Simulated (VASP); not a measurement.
Write the native input for VASP 6.6.1 that does the following.

```
Task                   : relaxation of cell and atoms
Functional             : LDA
Potentials or basis    : VASP PAW LDA potentials, release 64 (Hf_pv, N)
Cutoff                 : 600 eV
k mesh                 : 11 × 11 × 11
Occupations            : methfessel-paxton, width 0.05 eV
Spin                   : no spin polarisation
Target pressure        : 5 GPa
Dipole correction      : no
Further INCAR settings : ALGO = Normal; EDIFF = 1e-06; IBRION = 2; EDIFFG = -0.02; NSW = 80; ISIF = 3
```

The structure of HfN lies in POSCAR:

```
HfN
1.0
    0.0000000000      2.4548220000      2.4548220000
    2.4548220000      0.0000000000      2.4548220000
    2.4548220000      2.4548220000      0.0000000000
Hf N
1 1
Direct
    0.0000000000      0.0000000000      0.0000000000
    0.7500000000      0.7500000000      0.7500000000
```

The input as run:

INCAR

```
SYSTEM = HfN
PREC = Accurate
ENCUT = 600
EDIFF = 1E-6
ISMEAR = 1
SIGMA = 0.05
LREAL = .False.
LASPH = .True.
NELM = 100
ALGO = Normal
ISIF = 3
LWAVE = .False.
LCHARG = .False.
GGA = CA
IBRION = 2
NSW = 80
EDIFFG = -0.02
PSTRESS = 50.0
```

KPOINTS

```
Automatic mesh
0
Gamma
  11 11 11
  0 0 0
```

Potentials or basis: VASP PAW LDA potentials, release 64 (Hf_pv, N).

Command:

```console
$ cat potpaw_LDA.64/Hf_pv/POTCAR potpaw_LDA.64/N/POTCAR > POTCAR
$ mpirun -np 1 vasp_std > vasp.out
```

It gave:

| Property | Result |
| --- | --- |
| Relaxed volume | 13.76 Å³/atom |
| Relaxed cell | a = 3.389 Å, b = 3.389 Å, c = 3.389 Å, α = 60.00°, β = 60.00°, γ = 60.00° |
| Space group after relaxing (to 0.05 Å) | F-43m (No. 216) |
| Energy change on relaxing (the enthalpy is what falls) | -19.5 meV/atom |
| Ionic steps | 4 |
| Pressure after relaxing | 4.9 GPa |

Caveat: the cell is relaxed towards a set pressure, so the enthalpy falls and the energy may rise.

It took 69 s on 1 thread of Intel(R) Xeon(R) Platinum 8259CL CPU @ 2.50GHz (Skylake/Cascade Lake), on a shared host, peak memory 0.17 GiB.
